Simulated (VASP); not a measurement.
# CdSnO2: single point with PBE

The system is CdSnO2.

```
CELL_PARAMETERS angstrom
4.00520 0.00000 0.00000
0.00000 4.00520 0.00000
0.00000 0.00000 4.68900
ATOMIC_POSITIONS crystal
Cd 0.50000 0.50000 0.79111
Sn 0.00000 0.00000 0.21102
O 0.00000 0.50000 0.99894
O 0.50000 0.00000 0.99894
```

```
Program                : VASP 6.6.1
Task                   : single point
Functional             : PBE
Potentials or basis    : VASP PAW PBE potentials, release 64 (Cd, Sn_d, O)
Cutoff                 : 600 eV
k mesh                 : 4 × 4 × 3
Occupations            : gaussian, width 0.15 eV
Spin                   : no spin polarisation
Dipole correction      : no
Further INCAR settings : ALGO = Normal; EDIFF = 1e-06; NBANDS = 27
```

```
Pressure               : 0.7 GPa
Largest force          : 0.119 eV/Å
Band gap on the k mesh : 1.09 eV, indirect (least direct gap 1.53 eV)
```

Forces in eV/Å, atoms in the order of the input:
```
Cd   0.000  0.000 -0.119
Sn   0.000  0.000  0.048
O    0.000  0.000  0.035
O    0.000  0.000  0.035
```

Stress tensor (GPa, compression positive):
```
0.91 0.00 0.00
0.00 0.91 0.00
0.00 0.00 0.38
```

Levels at points of the mesh, in eV from the valence-band top:
```csv
k point,band 16,band 17,band 18,band 19,band 20,band 21,band 22,band 23
"(0.00, 0.00, 0.00)",-2.81,-1.34,-1.34,-1.14,2.27,4.52,6.64,6.64
"(0.50, 0.00, 0.00)",-2.69,-2.26,-2.06,-0.43,1.09,5.47,6.65,7.10
"(0.50, 0.50, 0.00)",-2.83,-1.22,-0.20,-0.13,2.87,2.87,2.89,7.11
```

It took 16 s on 1 thread of Intel(R) Xeon(R) Platinum 8559C (Emerald Rapids), with other jobs on the host, peak memory 0.2 GiB.

Caveat: the k points lie up to 0.45 Å⁻¹ apart; spin-orbit coupling is left out, which moves the levels of the heavy elements. A k mesh can miss the band edges.
